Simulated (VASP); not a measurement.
**Al: single point with r2SCAN**

The system is Al.

```
Al
1.0
     0.00000    1.91591    1.91591
     1.91591    0.00000    1.91591
     1.91591    1.91591    0.00000
Al
1
Direct
  0.00000 0.00000 0.00000
```

```
Program                : VASP 6.6.1
Task                   : single point
Functional             : r2SCAN
Potentials or basis    : VASP PAW PBE potentials, release 64 (Al)
Cutoff                 : 520 eV
k mesh                 : 18 × 18 × 18
Occupations            : gaussian, width 0.1 eV
Spin                   : no spin polarisation
Dipole correction      : no
Further INCAR settings : ALGO = Normal; EDIFF = 1e-06; NBANDS = 8
```

```json
{
  "Pressure": "14.5 GPa"
}
```

Levels at points of the mesh, in eV from the Fermi level:
| k point | band 1 | band 2 | band 3 | band 4 | band 5 | band 6 |
| --- | --- | --- | --- | --- | --- | --- |
| (0.00, 0.00, 0.00) | -13.01 | 14.27 | 14.27 | 14.27 | 17.55 | 17.55 |
| (0.50, 0.00, 0.00) | -5.67 | -4.76 | 12.87 | 12.87 | 14.24 | 14.24 |
| (0.50, 0.50, 0.00) | -3.54 | -1.76 | 5.49 | 6.85 | 6.85 | 11.73 |

Run time: 38 s on 1 thread of Intel(R) Xeon(R) Platinum 8488C (Sapphire Rapids), with other jobs on the host, peak memory 0.13 GiB.

Caveat: the PAW data sets were made with another functional, which shifts forces and pressure a little.
